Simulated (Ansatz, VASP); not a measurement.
## BeTe: VASP beside Ansatz

File POSCAR:

```
BeTe
1.0
    0.0000000000      2.8286236224      2.8286236224
    2.6922839638      0.0000000000      2.8286236224
    2.6922839638      2.8286236224      0.0000000000
Be Te
1 1
Direct
    0.0000000000      0.0000000000      0.0000000000
    0.2500000000      0.2500000000      0.2500000000
```

The input INCAR.step1:

```
  PREC = Accurate
  ENCUT = 520
  EDIFF = 1E-5
  ISMEAR = 0
  SIGMA = 0.01
  LREAL = False
  LASPH = True
  NELM = 80
  ALGO = Normal
  ISIF = 2
  LWAVE = True
  LCHARG = False
  GGA = PE
  NBANDS = 11
```

File INCAR.step2:

```
  PREC = Accurate
  ENCUT = 520
  EDIFF = 1E-6
  ISMEAR = 0
  SIGMA = 0.01
  LREAL = False
  LASPH = True
  NELM = 80
  ALGO = Normal
  ISIF = 2
  LWAVE = False
  LCHARG = False
  GGA = PE
  LHFCALC = True
  HFSCREEN = 0.2079
  PRECFOCK = Normal
  ISTART = 1
  NBANDS = 11
```

Contents of KPOINTS:

```
regular mesh
0
Gamma
  6 6 6
```

Input for Ansatz:

```yaml
crystal:
  lattice:
    - [0.0, 2.8286236224, 2.8286236224]
    - [2.6922839638, 0.0, 2.8286236224]
    - [2.6922839638, 2.8286236224, 0.0]
  atoms:
    - { symbol: Be, position: [0.0, 0.0, 0.0] }
    - { symbol: Te, position: [0.25, 0.25, 0.25] }
kpoints:
  mp_grid: { grid: [6, 6, 6] }
  band_path:
    path:
      - [0.0, 0.0, 0.0]
      - [-0.5, -0.5, 0.0]
      - [-0.375, -0.375, 0.25]
      - [-0.375, 0.0, 0.375]
      - [0.0, 0.0, 0.5]
      - [-0.5, -0.25, 0.25]
    npoints: 1
hamiltonian:
  xc: hse06
scf:
  occupations: { method: fixed }
  n_extra_bands: 4
output:
  forces: true
  stress: true
  eigenvalues: true
```

Change from the starting cell: uniaxial_x strain -4.8%.

Alike in both runs: task single point; functional HSE06; k mesh 6 × 6 × 6; no spin polarisation.

|  | VASP | Ansatz |
| --- | --- | --- |
| version | VASP 6.6.1 | Ansatz 0.2.0 |
| potentials or method | VASP PAW PBE potentials, release 64 (Be, Te) | plane waves, PAW |
| plane-wave cutoff (eV) | 520 | 420 |
| occupations | gaussian, width 0.01 eV | fixed |
| valence electrons in the cell | 8 | 18 |

VASP gave:

| Quantity | Value |
| --- | --- |
| gap on the k mesh at the Fermi level (eV) | 2.14 |
| pressure (GPa) | 2.2 |
| traceless stress, the component that is largest in VASP (GPa) | 2.00 |

Task: What did Ansatz give for the same quantities?

Result: gap on the k mesh at the Fermi level (eV): 2.16; pressure (GPa): 2.3; traceless stress, the component that is largest in VASP (GPa): 2.01.

VASP's potentials hold 8 valence electrons a cell and Ansatz's 18, so a difference there can come from the potentials and not from the codes. Ansatz's warnings: stress exchange threshold loose, stress scf threshold loose.

Neither program's run includes spin-orbit coupling.
